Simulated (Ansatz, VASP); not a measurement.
## CsSnI3 in VASP and in Ansatz

INCAR

```
SYSTEM = CsSnI3
ALGO = Normal
EDIFF = 1E-7
ENCUT = 520
GGA = PE
ISIF = 2
ISMEAR = 0
LASPH = .True.
LCHARG = .False.
LREAL = .False.
LWAVE = .False.
NBANDS = 30
NELM = 80
PREC = Accurate
SIGMA = 0.03
```

File KPOINTS:

```
k-points
0
Gamma
  6 6 6
  0 0 0
```

The input POSCAR:

```
CsSnI3
1.0
    6.2987855000      0.0000000000      0.0000000000
    0.0000000000      6.2987855000      0.0000000000
    0.0000000000      0.0000000000      6.2987855000
Cs Sn I
1 1 3
Direct
    0.0000000000      0.0000000000      0.0000000000
    0.5000000000      0.5000000000      0.5000000000
    0.0000000000      0.5000000000      0.5000000000
    0.5000000000      0.0000000000      0.5000000000
    0.5000000000      0.5000000000      0.0000000000
```

Input for Ansatz:

```yaml
crystal:
  lattice:
    - [6.2987855, 0.0, 0.0]
    - [0.0, 6.2987855, 0.0]
    - [0.0, 0.0, 6.2987855]
  atoms:
    - { symbol: Cs, position: [0.0, 0.0, 0.0] }
    - { symbol: Sn, position: [0.5, 0.5, 0.5] }
    - { symbol: I, position: [0.0, 0.5, 0.5] }
    - { symbol: I, position: [0.5, 0.0, 0.5] }
    - { symbol: I, position: [0.5, 0.5, 0.0] }
basis:
  ecutwfc: 420
kpoints:
  mp_grid: { grid: [6, 6, 6] }
hamiltonian:
  xc: pbe
scf:
  occupations: { method: gaussian, width: 0.03 }
output:
  forces: true
  stress: true
  eigenvalues: true
  write_density: true
  write_potential: true
  elf: true
  volumetric_format: npy
```

Change from the starting cell: strain +0.015 along x and y, +0.015 along z, atoms carried along.

Alike in both runs: task single point; functional PBE; k mesh 6 × 6 × 6; occupations gaussian, width 0.03 eV; no spin polarisation.

|  | VASP | Ansatz |
| --- | --- | --- |
| version | VASP 6.6.1 | Ansatz 0.2.0 |
| potentials or method | VASP PAW PBE potentials, release 64 (Cs_sv, Sn_d, I), cutoff 520 eV | scalar-relativistic, plane waves, PAW |
| valence electrons in the cell | 44 | 74 |

|  | VASP | Ansatz | Ansatz less VASP |
| --- | --- | --- | --- |
| gap on the k mesh at the Fermi level (eV) | 0.50 | 0.51 | +0.005 |
| least direct gap on the mesh (eV) | 0.50 | 0.51 | +0.005 |
| pressure (GPa) | -0.1 | -0.1 | 0.00 |

VASP's potentials hold 44 valence electrons a cell and Ansatz's 74, so a difference there can come from the potentials and not from the codes.

Neither program's run includes spin-orbit coupling.
